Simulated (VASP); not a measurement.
# NiSb (P6_3/mmc) in VASP: notebook, part 2 of 2

VASP 6.6.1. The steps go on from the part before.

**3. Single point, PBE, collinear spin, ferromagnetic start**

INCAR

```
SYSTEM = NiSb
ALGO     = Normal         ! electronic algorithm
EDIFF    = 1E-6           ! SCF threshold, eV
ENCUT    = 520            ! plane-wave cutoff, eV
GGA      = PE             ! functional
ISIF     = 2              ! what is computed and relaxed
ISMEAR   = -1             ! smearing method
ISPIN    = 2              ! spin polarisation
LASPH    = .TRUE.         ! aspherical terms in the spheres
LCHARG   = .FALSE.        ! write CHGCAR
LMAXMIX  = 4              ! l up to which the mixer works
LORBIT   = 11             ! projections on sites
LREAL    = .FALSE.        ! projectors in reciprocal space
LWAVE    = .FALSE.        ! write WAVECAR
MAGMOM   = 0.75 0.75 0 0  ! initial moments
NBANDS   = 27             ! bands
NELM     = 150            ! most SCF steps
NUPDOWN  = 1.5            ! fixed moment
PREC     = Accurate       ! precision mode
SIGMA    = 0.05           ! smearing width, eV
```

KPOINTS

```
k-points
0
G
  10 10 7
  0 0 0
```

POSCAR

```
NiSb
1.0
    3.9280000000      0.0000000000      0.0000000000
   -1.9640000000      3.4017477861      0.0000000000
    0.0000000000      0.0000000000      5.1200000000
Ni Sb
2 2
Direct
    0.0000000000      0.0000000000      0.0000000000
    0.0000000000      0.0000000000      0.5000000000
    0.3333333333      0.6666666667      0.2500000000
    0.6666666667      0.3333333333      0.7500000000
```

Potentials or basis: VASP PAW PBE potentials, release 64 (Ni, Sb).

The run is started by

```
> cat potpaw_PBE.64/Ni/POTCAR potpaw_PBE.64/Sb/POTCAR > POTCAR
> mpirun -np 1 vasp_std > vasp.out
```

OUTCAR:

```text
SYSTEM = NiSb
   EDIFF = 1E-6
   ENCUT = 520
   GGA = PE
   ISIF = 2
   ISMEAR = -1
   ISPIN = 2
   LASPH = .TRUE.
   LORBIT = 11
   LREAL = .FALSE.
   NELM = 150
   NUPDOWN = 1.5
   PREC = Accurate

 ion  position               nearest neighbor table
   1  0.000  0.000  0.000-   2 2.56   2 2.56   4 2.60   3 2.60   4 2.60   3 2.60   4 2.60   3 2.60

   2  0.000  0.000  0.500-   1 2.56   1 2.56   4 2.60   3 2.60   4 2.60   3 2.60   4 2.60   3 2.60

   3  0.333  0.667  0.250-   1 2.60   2 2.60   1 2.60   2 2.60   1 2.60   2 2.60   4 3.42   4 3.42
                             4 3.42   4 3.42   4 3.42   4 3.42
   4  0.667  0.333  0.750-   1 2.60   2 2.60   1 2.60   2 2.60   1 2.60   2 2.60   3 3.42   3 3.42
                             3 3.42   3 3.42   3 3.42   3 3.42

  LATTYP: Found a hexagonal cell.
 ALAT       =     3.9280000000
 C/A-ratio  =     1.3034623218

  Lattice vectors:

 A1 = (   3.9280000000,   0.0000000000,   0.0000000000)
 A2 = (  -1.9640000000,   3.4017477861,   0.0000000000)
 A3 = (   0.0000000000,   0.0000000000,   5.1200000000)

Analysis of symmetry for initial positions (statically):
=====================================================================
 Subroutine PRICEL returns:
 Original cell was already a primitive cell.

 Routine SETGRP: Setting up the symmetry group for a
 hexagonal supercell.

 Subroutine GETGRP returns: Found 24 space group operations
 (whereof 12 operations were pure point group operations)
 out of a pool of 24 trial point group operations.

The static configuration has the point symmetry D_3d.
 The point group associated with its full space group is D_6h.

Analysis of symmetry for dynamics (positions and initial velocities):
=====================================================================
 Subroutine PRICEL returns:
 Original cell was already a primitive cell.

 Routine SETGRP: Setting up the symmetry group for a
 hexagonal supercell.

 Subroutine GETGRP returns: Found 24 space group operations
 (whereof 12 operations were pure point group operations)
 out of a pool of 24 trial point group operations.

The dynamic configuration has the point symmetry D_3d.
 The point group associated with its full space group is D_6h.

Analysis of structural, dynamic, and magnetic symmetry:
=====================================================================
 Subroutine PRICEL returns:
 Original cell was already a primitive cell.

 Routine SETGRP: Setting up the symmetry group for a
 hexagonal supercell.

 Subroutine GETGRP returns: Found 24 space group operations
 (whereof 12 operations were pure point group operations)
 out of a pool of 24 trial point group operations.

The overall configuration has the point symmetry D_3d.
 The point group associated with its full space group is D_6h.

 Subroutine INISYM returns: Found 24 space group operations
 (whereof 12 operations are pure point group operations),
 and found     1 'primitive' translations

----------------------------------------------------------------------------------------

                                     Primitive cell

  volume of cell :      68.4138

[... 89 lines left out ...]
   LASPH  =      T    aspherical Exc in radial PAW
   ENCUT  =  520.0 eV  38.22 Ry    6.18 a.u.   7.30  7.30  9.52*2*pi/ulx,y,z
   NELM   =    150;   NELMIN=  2; NELMDL= -5     # of ELM steps
   EDIFF  = 0.1E-05   stopping-criterion for ELM
   LREAL  =      F    real-space projection
   EDIFFG = 0.1E-04   stopping-criterion for IOM
   NSW    =      0    number of steps for IOM
   IBRION =     -1    ionic relax: 0-MD 1-quasi-New 2-CG
   NFREE  =      0    steps in history (QN), initial steepest desc. (CG)
   ISIF   =      2    stress and relaxation
   ISYM   =      2    0-nonsym 1-usesym 2-fastsym
   POTIM  = 0.5000    time-step for ionic-motion
   TEBEG  =    0.0;   TEEND  =   0.0 temperature during run
   PSTRESS=    0.0 pullay stress
   NELECT =      30.0000    total number of electrons
   NUPDOWN=       1.5000    fix difference up-down
   EMIN   =  10.00;   EMAX   =-10.00  energy-range for DOS
   EFERMI =   0.00;   METHOD = LEGACY
   ISMEAR =    -1;   SIGMA  =   0.05  broadening in eV -4-tet -1-fermi 0-gaus
   EFERMI_NEDOS =   21; number of points for ismear=-14 and -15
   IALGO  =     38    algorithm
   IMIX   =      4    mixing-type and parameters
     AMIX     =   0.40;   BMIX     =  1.00
     AMIX_MAG =   1.60;   BMIX_MAG =  1.00
  volume/ion in A,a.u.               =      17.10       115.42
  Fermi-wavevector in a.u.,A,eV,Ry     =   1.243753  2.350352 21.047138  1.546921
  Thomas-Fermi vector in A             =   2.378050
   LORBIT       =     11    0 simple, 1 ext, 2 COOP (PROOUT), +10 PAW based schemes
   GGA     = PE    functional components
   LHFCALC =     F    Hartree Fock is set to
   AEXX    =    0.0000 exact exchange contribution
   IVDW    =     0    specifies the selected vdW correction
   LEPSILON=     F    determine dielectric tensor
   LRPA    =     F    only Hartree local field effects (RPA)
 spin polarized calculation
  energy-cutoff  :      520.00
  volume of cell :       68.41
 maximum number of plane-waves:      1860
 NGX is ok and might be reduce to    30
   NGX = 15   NGY = 15   NGZ = 19

 number of electron      30.0000034 magnetization       1.5000003

 Free energy of the ion-electron system (eV)
  ---------------------------------------------------
  ext. energy  EPLUGINS =         0.00000000
  ---------------------------------------------------
  free energy    TOTEN  =       -19.89874372 eV

  energy without entropy =      -19.88367133  energy(sigma->0) =      -19.89120752

 E-fermi :   9.5490     XC(G=0): -11.5321

 val. band max:       10.6599911880   @ k =   0.1000   0.1000   0.4286
 cond. band min:       9.5491592482   @ k =   0.4000   0.1000   0.4286
 fundamental gap:     -1.1108319398
 Fermi energy:        10.6625930240

 spin component 1

 k-point     1 :       0.0000    0.0000    0.0000
  band No.  band energies     occupation
      1      -3.0003      1.00000
      2       1.5849      1.00000
      3       3.6816      1.00000
      4       5.8726      1.00000
      5       5.8726      1.00000
      6       6.4962      1.00000
[... 709 lines left out ...]
     26      22.7150      0.00000
     27      23.2589      0.00000

 [... further k-points ...]

 spin component 2

 k-point     1 :       0.0000    0.0000    0.0000
  band No.  band energies     occupation
      1      -2.8274      1.00000
      2       1.7412      1.00000
      3       3.9133      1.00000
      4       6.2578      1.00000
      5       6.2578      1.00000
      6       6.9751      1.00000
[... 709 lines left out ...]
     26      22.9010      0.00000
     27      23.4210      0.00000

 [... further k-points ...]

------------------------ aborting loop because EDIFF is reached ----------------------------------------

  FORCE on cell =-STRESS in cart. coord.  units (eV):
  Direction    XX          YY          ZZ          XY          YZ          ZX
  --------------------------------------------------------------------------------------
  -------------------------------------------------------------------------------------
  Total        2.8545005      2.8545005      1.9558489      0.0000000     -0.0000000      0.0000000
  in kB       66.8493454     66.8493454     45.8038863      0.0000000     -0.0000000      0.0000000
  external PRESSURE =      59.8341923 kB  Pullay stress =       0.0000000 kB

 VOLUME and BASIS-vectors are now :
 -----------------------------------------------------------------------------
  energy-cutoff  :      520.00
  volume of cell :       68.41
      direct lattice vectors                 reciprocal lattice vectors
     3.928000000  0.000000000  0.000000000     0.254582485  0.146983266  0.000000000
    -1.964000000  3.401747786  0.000000000     0.000000000  0.293966532  0.000000000
     0.000000000  0.000000000  5.120000000     0.000000000  0.000000000  0.195312500

 POSITION                                       TOTAL-FORCE (eV/Angst)
 -----------------------------------------------------------------------------------
      0.00000      0.00000      0.00000         0.000000     -0.000000     -0.000000
      0.00000      0.00000      2.56000         0.000000     -0.000000     -0.000000
     -0.00000      2.26783      1.28000         0.000000      0.000000     -0.000000
      1.96400      1.13392      3.84000        -0.000000      0.000000      0.000000
 -----------------------------------------------------------------------------------
    total drift:                                0.000000     -0.000000     -0.000000

  FREE ENERGIE OF THE ION-ELECTRON SYSTEM (eV)
  ---------------------------------------------------
  free  energy   TOTEN  =       -19.8987437155 eV

  energy  without entropy=      -19.8836713316  energy(sigma->0) =      -19.89120752

 total charge

# of ion       s       p       d       tot
------------------------------------------
    1        0.454   0.491   8.442   9.387
    2        0.454   0.491   8.442   9.387
    3        1.140   1.229   0.075   2.444
    4        1.140   1.229   0.075   2.444
--------------------------------------------------
tot          3.187   3.440  17.033  23.661

 magnetization (x)

# of ion       s       p       d       tot
------------------------------------------
    1        0.010   0.036   0.447   0.493
    2        0.010   0.036   0.447   0.493
    3        0.038   0.089   0.005   0.132
    4        0.038   0.089   0.005   0.132
--------------------------------------------------
tot          0.097   0.251   0.903   1.251
```

Wall time 99 s (1 thread of Intel Xeon 6975P-C (Granite Rapids), shared host); peak memory 0.31 GiB.

What came out:

```yaml
Free_energy: -19.8987 eV
Pressure: 6.0 GPa
Net_moment: 1.50 μB per cell
Site_moments: Ni +0.49; Sb +0.13 μB
Valence_electrons_inside_the_program's_atomic_spheres: Ni 9.39; Sb 2.44
```

Stress tensor (GPa, compression positive):
```
6.68 0.00 0.00
0.00 6.68 0.00
0.00 0.00 4.58
```

Caveat: the cell stands under pressure; spin-orbit coupling is left out, which moves the levels of the heavy elements; the total moment is fixed, so each spin has its own Fermi level and the state may be an excited one.

**4. Single point, PBE, collinear spin, ferromagnetic start**

INCAR

```
PREC = Accurate
ENCUT = 520
EDIFF = 1E-6
ISMEAR = -1
SIGMA = 0.05
LREAL = F
LASPH = T
NELM = 150
ALGO = Normal
ISIF = 2
LWAVE = F
LCHARG = F
ISPIN = 2
MAGMOM = 1 1 0 0
LORBIT = 11
NUPDOWN = 2.0
LMAXMIX = 4
GGA = PE
NBANDS = 27
```

KPOINTS

```
Automatic mesh
0
Gamma
  10 10 7
```

POSCAR is that of step 3.

The run is started by

```
> cat potpaw_PBE.64/Ni/POTCAR potpaw_PBE.64/Sb/POTCAR > POTCAR
> mpirun -np 1 vasp_std > vasp.out
```

It took 1.7 min on 1 thread of Intel Xeon 6975P-C (Granite Rapids), shared host; peak memory 0.31 GiB.

It converged, with:

```yaml
Free_energy: -19.5659 eV
Pressure: 7.6 GPa
Net_moment: 2.00 μB per cell
Site_moments: Ni +0.64; Sb +0.18 μB
Valence_electrons_inside_the_program's_atomic_spheres: Ni 9.38; Sb 2.45
```

Stress tensor (GPa, compression positive):
```
8.29 0.00 0.00
0.00 8.29 0.00
0.00 0.00 6.18
```

Caveat: the cell stands under pressure; spin-orbit coupling is left out, which moves the levels of the heavy elements; the total moment is fixed, so each spin has its own Fermi level and the state may be an excited one.

**5. Overview**

```csv
fixed moment (μB),pressure (GPa),moment (μB)
1.0,4.8,1.00
1.5,6.0,1.50
2.0,7.6,2.00
```

Alike in all rows: task single point; level PBE; potentials or basis VASP PAW PBE potentials, release 64 (Ni, Sb); spin collinear, ferromagnetic start; cell as given; k mesh 10 × 10 × 7; cutoff (eV) 520; smearing fermi-dirac 0.05 eV.

Caveats: the cell stands under pressure; spin-orbit coupling is left out, which moves the levels of the heavy elements; the total moment is fixed, so each spin has its own Fermi level and the state may be an excited one.

Total energies depend on the potentials used, so only differences within one code and one set of settings carry meaning.
